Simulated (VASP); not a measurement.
# SiC (P6_3mc) in VASP: further runs

The runs below take SiC through single point, with PBEsol.

Everything below comes from runs of VASP 6.6.1. Logs are shortened: lines on timing, memory, paths and dates and some standing lists are left out, and cuts for length are marked.

## 1. The cell of the first run

Symmetry: P6_3mc, No. 186, hexagonal system. The conventional cell has a = 3.034 Å, b = 3.034 Å, c = 4.977 Å, α = 90.00°, β = 90.00°, γ = 120.00°. Si (site symmetry 3m) has 4 C at 1.86 to 1.87 Å within 2.5 Å. C (site symmetry 3m) has 4 Si at 1.86 to 1.87 Å within 2.5 Å.

## 2. Single point, PBEsol

INCAR reads:

```
ALGO     = Normal         # electronic algorithm
EDIFF    = 1E-6           # SCF threshold, eV
ENCUT    = 520            # plane-wave cutoff, eV
GGA      = PS             # functional
ISIF     = 2              # what is computed and relaxed
ISMEAR   = -1             # smearing method
LASPH    = T              # aspherical terms in the spheres
LCHARG   = T              # write CHGCAR
LELF     = T              # ELF
LREAL    = F              # projectors in reciprocal space
LVHAR    = T            
LWAVE    = F              # write WAVECAR
NBANDS   = 16             # bands
NELM     = 60             # most SCF steps
PREC     = Accurate       # precision mode
SIGMA    = 0.05           # smearing width, eV
```

KPOINTS reads:

```
k-points
0
Gamma
  10 10 5
```

POSCAR reads:

```
SiC
1.0
    3.0340778545      0.0000000000      0.0000000000
   -1.5170389273      2.6275884991      0.0000000000
    0.0000000000      0.0000000000      4.9772073132
Si C
2 2
Direct
    0.6666666667      0.3333333333      0.5046049294
    0.3333333333      0.6666666667      0.0046049294
    0.6666666667      0.3333333333      0.8803950706
    0.3333333333      0.6666666667      0.3803950706
```

Potentials or basis: VASP PAW PBE potentials, release 64 (Si, C).

Started as:

```
$ cat potpaw_PBE.64/Si/POTCAR potpaw_PBE.64/C/POTCAR > POTCAR
$ mpirun -np 1 vasp_std > vasp.out
```

OUTCAR:

```text
EDIFF = 1E-6
   ENCUT = 520
   GGA = PS
   ISIF = 2
   ISMEAR = -1
   LASPH = T
   LREAL = F
   NELM = 60
   PREC = Accurate

 ion  position               nearest neighbor table
   1  0.667  0.333  0.505-   4 1.86   4 1.86   4 1.86   3 1.87   2 3.04   2 3.04   2 3.04   2 3.04
                             2 3.04   2 3.04
   2  0.333  0.667  0.005-   3 1.86   3 1.86   3 1.86   4 1.87   1 3.04   1 3.04   1 3.04   1 3.04
                             1 3.04   1 3.04
   3  0.667  0.333  0.880-   2 1.86   2 1.86   2 1.86   1 1.87
   4  0.333  0.667  0.380-   1 1.86   1 1.86   1 1.86   2 1.87

  LATTYP: Found a hexagonal cell.
 ALAT       =     3.0340778545
 C/A-ratio  =     1.6404349367

  Lattice vectors:

 A1 = (   3.0340778545,   0.0000000000,   0.0000000000)
 A2 = (  -1.5170389273,   2.6275884991,   0.0000000000)
 A3 = (   0.0000000000,   0.0000000000,   4.9772073132)

Analysis of symmetry for initial positions (statically):
=====================================================================
 Subroutine PRICEL returns:
 Original cell was already a primitive cell.

 Routine SETGRP: Setting up the symmetry group for a
 hexagonal supercell.

 Subroutine GETGRP returns: Found 12 space group operations
 (whereof  6 operations were pure point group operations)
 out of a pool of 24 trial point group operations.

The static configuration has the point symmetry C_3v.
 The point group associated with its full space group is C_6v.

Analysis of symmetry for dynamics (positions and initial velocities):
=====================================================================
 Subroutine PRICEL returns:
 Original cell was already a primitive cell.

 Routine SETGRP: Setting up the symmetry group for a
 hexagonal supercell.

 Subroutine GETGRP returns: Found 12 space group operations
 (whereof  6 operations were pure point group operations)
 out of a pool of 24 trial point group operations.

The dynamic configuration has the point symmetry C_3v.
 The point group associated with its full space group is C_6v.

 Subroutine INISYM returns: Found 12 space group operations
 (whereof  6 operations are pure point group operations),
 and found     1 'primitive' translations

----------------------------------------------------------------------------------------

                                     Primitive cell

  volume of cell :      39.6798

  direct lattice vectors                    reciprocal lattice vectors
     3.034077855  0.000000000  0.000000000     0.329589433  0.190288548  0.000000000
    -1.517038927  2.627588499  0.000000000     0.000000000  0.380577096  0.000000000
     0.000000000  0.000000000  4.977207313     0.000000000  0.000000000  0.200915883

  length of vectors
     3.034077855  3.034077855  4.977207313     0.380577096  0.380577096  0.200915883

  position of ions in fractional coordinates (direct lattice)
     0.666666667  0.333333333  0.504604929
     0.333333333  0.666666667  0.004604929
     0.666666667  0.333333333  0.880395071
     0.333333333  0.666666667  0.380395071

  ion indices of the primitive-cell ions
   primitive index   ion index
                 1           1
                 2           2
                 3           3
                 4           4

----------------------------------------------------------------------------------------

 KPOINTS: k-points

Automatic generation of k-mesh.
 Grid dimensions read from file:
 generate k-points for:   10   10    5

 Generating k-lattice:

  Cartesian coordinates                     Fractional coordinates (reciprocal lattice)
     0.032958943  0.019028855  0.000000000     0.100000000  0.000000000  0.000000000
     0.000000000  0.038057710  0.000000000     0.000000000  0.100000000  0.000000000
     0.000000000  0.000000000  0.040183177     0.000000000  0.000000000  0.200000000

  Length of vectors
     0.038057710  0.038057710  0.040183177

  Shift w.r.t. Gamma in fractional coordinates (k-lattice)
     0.000000000  0.000000000  0.000000000

 Subroutine IBZKPT returns following result:
 ===========================================

 Found     42 irreducible k-points:

 Following reciprocal coordinates:
            Coordinates               Weight
  0.000000  0.000000  0.000000      1.000000
  0.100000  0.000000  0.000000      6.000000
  0.200000  0.000000  0.000000      6.000000
  0.300000  0.000000  0.000000      6.000000
  0.400000 -0.000000  0.000000      6.000000
  0.500000  0.000000  0.000000      3.000000
[... 16 lines left out ...]
  0.300000  0.100000  0.200000     24.000000
  0.400000  0.100000  0.200000     24.000000
 [... further k-points ...]
   k-points           NKPTS =     42   k-points in BZ     NKDIM =     42   number of bands    NBANDS=     16
   number of dos      NEDOS =    301   number of ions     NIONS =      4
   total plane-waves  NPLWV =  23040
   dimension x,y,z NGX =    24 NGY =   24 NGZ =   40
   dimension x,y,z NGXF=    48 NGYF=   48 NGZF=   80
   ions per type =               2   2
   NGX,Y,Z   is equivalent  to a cutoff of  13.15, 13.15, 13.36 a.u.
   NGXF,Y,Z  is equivalent  to a cutoff of  26.30, 26.30, 26.72 a.u.
 SYSTEM =  unknown system
   PREC   = accura    normal or accurate (medium, high low for compatibility)
   ISTART =      0    job   : 0-new  1-cont  2-samecut
   ICHARG =      2    charge: 1-file 2-atom 10-const
   ISPIN  =      1    spin polarized calculation?
   LNONCOLLINEAR =      F non collinear calculations
   LSORBIT =      F    spin-orbit coupling
   LASPH  =      T    aspherical Exc in radial PAW
   ENCUT  =  520.0 eV  38.22 Ry    6.18 a.u.   5.64  5.64  9.25*2*pi/ulx,y,z
   NELM   =     60;   NELMIN=  2; NELMDL= -5     # of ELM steps
   EDIFF  = 0.1E-05   stopping-criterion for ELM
   LREAL  =      F    real-space projection
   EDIFFG = 0.1E-04   stopping-criterion for IOM
   NSW    =      0    number of steps for IOM
   IBRION =     -1    ionic relax: 0-MD 1-quasi-New 2-CG
   NFREE  =      0    steps in history (QN), initial steepest desc. (CG)
   ISIF   =      2    stress and relaxation
   ISYM   =      2    0-nonsym 1-usesym 2-fastsym
   POTIM  = 0.5000    time-step for ionic-motion
   TEBEG  =    0.0;   TEEND  =   0.0 temperature during run
   PSTRESS=    0.0 pullay stress
   NELECT =      16.0000    total number of electrons
   NUPDOWN=      -1.0000    fix difference up-down
   EMIN   =  10.00;   EMAX   =-10.00  energy-range for DOS
   EFERMI =   0.00;   METHOD = LEGACY
   ISMEAR =    -1;   SIGMA  =   0.05  broadening in eV -4-tet -1-fermi 0-gaus
   EFERMI_NEDOS =   21; number of points for ismear=-14 and -15
   IALGO  =     38    algorithm
   IMIX   =      4    mixing-type and parameters
     AMIX     =   0.40;   BMIX     =  1.00
     AMIX_MAG =   1.60;   BMIX_MAG =  1.00
  volume/ion in A,a.u.               =       9.92        66.94
  Fermi-wavevector in a.u.,A,eV,Ry     =   1.209460  2.285548 19.902518  1.462794
  Thomas-Fermi vector in A             =   2.345037
   LORBIT       =      0    0 simple, 1 ext, 2 COOP (PROOUT), +10 PAW based schemes
   GGA     = PS    functional components
   LHFCALC =     F    Hartree Fock is set to
   AEXX    =    0.0000 exact exchange contribution
   IVDW    =     0    specifies the selected vdW correction
   LEPSILON=     F    determine dielectric tensor
   LRPA    =     F    only Hartree local field effects (RPA)
 non-spin polarized calculation
  energy-cutoff  :      520.00
  volume of cell :       39.68
 maximum number of plane-waves:      1099
 NGX is ok and might be reduce to    24
   NGX = 11   NGY = 11   NGZ = 19

 number of electron      15.9999998 magnetization

 Free energy of the ion-electron system (eV)
  ---------------------------------------------------
  ext. energy  EPLUGINS =         0.00000000
  ---------------------------------------------------
  free energy    TOTEN  =       -31.76690110 eV

  energy without entropy =      -31.76690110  energy(sigma->0) =      -31.76690110

 E-fermi :   9.6636     XC(G=0): -11.6790

 val. band max:        8.6879164285   @ k =   0.0000   0.0000   0.0000
 cond. band min:      10.8914644239   @ k =   0.3000   0.3000   0.0000
 fundamental gap:      2.2035479954
 Fermi energy:         9.6635699537

 k-point     1 :       0.0000    0.0000    0.0000
  band No.  band energies     occupation
      1      -7.2390      2.00000
      2      -3.4726      2.00000
      3      -0.3187      2.00000
      4       7.3446      2.00000
      5       7.3446      2.00000
      6       8.5744      2.00000
[... 8 lines left out ...]
     15      17.8741      0.00000
     16      20.2409      0.00000

 k-point     2 :       0.1000    0.0000    0.0000
  band No.  band energies     occupation
      1      -7.0591      2.00000
      2      -3.3193      2.00000
      3      -0.1500      2.00000
      4       6.3751      2.00000
      5       7.0350      2.00000
      6       8.0458      2.00000
[... 8 lines left out ...]
     15      18.2902      0.00000
     16      18.9140      0.00000

 k-point     3 :       0.2000    0.0000    0.0000
  band No.  band energies     occupation
      1      -6.5260      2.00000
      2      -2.8795      2.00000
      3       0.3386      2.00000
      4       4.4193      2.00000
      5       6.4017      2.00000
      6       6.5673      2.00000
[... 8 lines left out ...]
     15      18.5960      0.00000
     16      19.0213      0.00000

 k-point     4 :       0.3000    0.0000    0.0000
  band No.  band energies     occupation
      1      -5.6651      2.00000
      2      -2.2519      2.00000
      3       1.0112      2.00000
      4       2.5303      2.00000
      5       4.8360      2.00000
      6       5.8007      2.00000
[... 8 lines left out ...]
     15      19.4278      0.00000
     16      20.5081      0.00000
[... 324 lines left out ...]
 k-point    22 :       0.2000    0.1000    0.2000
  band No.  band energies     occupation
      1      -5.8071      2.00000
      2      -3.1771      2.00000
      3       1.6274      2.00000
      4       3.7330      2.00000
      5       4.8616      2.00000
      6       5.8028      2.00000
[... 8 lines left out ...]
     15      19.1440      0.00000
     16      19.8096      0.00000

 k-point    23 :       0.3000    0.1000    0.2000
  band No.  band energies     occupation
      1      -4.8191      2.00000
      2      -2.4286      2.00000
      3       1.1316      2.00000
      4       3.1158      2.00000
      5       3.4839      2.00000
      6       5.0238      2.00000
[... 8 lines left out ...]
     15      20.0196      0.00000
     16      20.8096      0.00000

 k-point    24 :       0.4000    0.1000    0.2000
  band No.  band energies     occupation
      1      -3.7309      2.00000
      2      -2.1361      2.00000
      3       0.3775      2.00000
      4       1.9386      2.00000
      5       3.8489      2.00000
      6       4.8048      2.00000
[... 8 lines left out ...]
     15      20.5137      0.00000
     16      21.9532      0.00000

 [... further k-points ...]
[... 5 lines left out ...]
  --------------------------------------------------------------------------------------
  -------------------------------------------------------------------------------------
  Total        2.5708806      2.5708806      2.5727527     -0.0000000      0.0000000      0.0000000
  in kB      103.8060562    103.8060562    103.8816439     -0.0000000      0.0000000      0.0000000
  external PRESSURE =     103.8312521 kB  Pullay stress =       0.0000000 kB

 VOLUME and BASIS-vectors are now :
 -----------------------------------------------------------------------------
  energy-cutoff  :      520.00
  volume of cell :       39.68
      direct lattice vectors                 reciprocal lattice vectors
     3.034077855  0.000000000  0.000000000     0.329589433  0.190288548  0.000000000
    -1.517038927  2.627588499  0.000000000     0.000000000  0.380577096  0.000000000
     0.000000000  0.000000000  4.977207313     0.000000000  0.000000000  0.200915883

 POSITION                                       TOTAL-FORCE (eV/Angst)
 -----------------------------------------------------------------------------------
      1.51704      0.87586      2.51152        -0.000000     -0.000000      0.001043
     -0.00000      1.75173      0.02292         0.000000     -0.000000      0.001043
      1.51704      0.87586      4.38191        -0.000000     -0.000000     -0.001043
     -0.00000      1.75173      1.89331         0.000000      0.000000     -0.001043
 -----------------------------------------------------------------------------------
    total drift:                               -0.000000      0.000000     -0.000172

  FREE ENERGIE OF THE ION-ELECTRON SYSTEM (eV)
  ---------------------------------------------------
  free  energy   TOTEN  =       -31.7669010957 eV

  energy  without entropy=      -31.7669010956  energy(sigma->0) =      -31.76690110
```

Wall time 28 s (1 thread of Intel Xeon 8259CL, shared host); peak memory 0.16 GiB.

Results:

- Free energy: -31.7669 eV
- Pressure: 10.4 GPa
- Band gap on the k mesh: 2.20 eV (least direct gap 3.93 eV)

Caveat: the cell stands under pressure; the PAW data sets were made with another functional, which shifts forces and pressure a little; an odd mesh through Γ misses points on the zone boundary, where band edges can lie.

## 3. Single point, PBEsol

This run uses another cell than the first one, of 10.34 Å³/atom.

INCAR reads:

```
  PREC = Accurate
  ENCUT = 520
  EDIFF = 1E-6
  ISMEAR = -1
  SIGMA = 0.05
  LREAL = False
  LASPH = True
  NELM = 80
  ALGO = Normal
  ISIF = 2
  LWAVE = False
  LCHARG = False
  GGA = PS
  NBANDS = 16
```

KPOINTS reads:

```
regular mesh
0
Gamma
  10 10 5
```

POSCAR reads:

```
SiC
1.0
    3.0757917084      0.0000000000      0.0000000000
   -1.5378958542      2.6637137562      0.0000000000
    0.0000000000      0.0000000000      5.0475640430
Si C
2 2
Direct
    0.6666666667      0.3333333333      0.5045935818
    0.3333333333      0.6666666667      0.0045935818
    0.6666666667      0.3333333333      0.8804064182
    0.3333333333      0.6666666667      0.3804064182
```

Potentials or basis: VASP PAW PBE potentials, release 64 (Si, C).

Started as:

```
$ cat potpaw_PBE.64/Si/POTCAR potpaw_PBE.64/C/POTCAR > POTCAR
$ mpirun -np 1 vasp_std > vasp.out
```

Run time: 24 s. Hardware: 1 thread of Intel Xeon 8259CL, shared host; peak memory 0.16 GiB.

Results (log left out):

- Free energy: -31.8220 eV
- Pressure: 0.4 GPa
- Band gap on the k mesh: 2.27 eV (least direct gap 3.85 eV)

Levels at points of the mesh, in eV from the valence-band top:
| k point | band 4 | band 5 | band 6 | band 7 | band 8 | band 9 | band 10 | band 11 | band 12 | band 13 |
| --- | --- | --- | --- | --- | --- | --- | --- | --- | --- | --- |
| (0.00, 0.00, 0.00) | -1.32 | -1.32 | -0.11 | 0.00 | 0.00 | 4.74 | 6.15 | 6.59 | 6.59 | 7.68 |
| (0.50, 0.00, 0.00) | -6.31 | -5.48 | -3.34 | -3.34 | -1.20 | 2.65 | 4.12 | 6.80 | 7.04 | 9.99 |

Caveat: the PAW data sets were made with another functional, which shifts forces and pressure a little; an odd mesh through Γ misses points on the zone boundary, where band edges can lie.
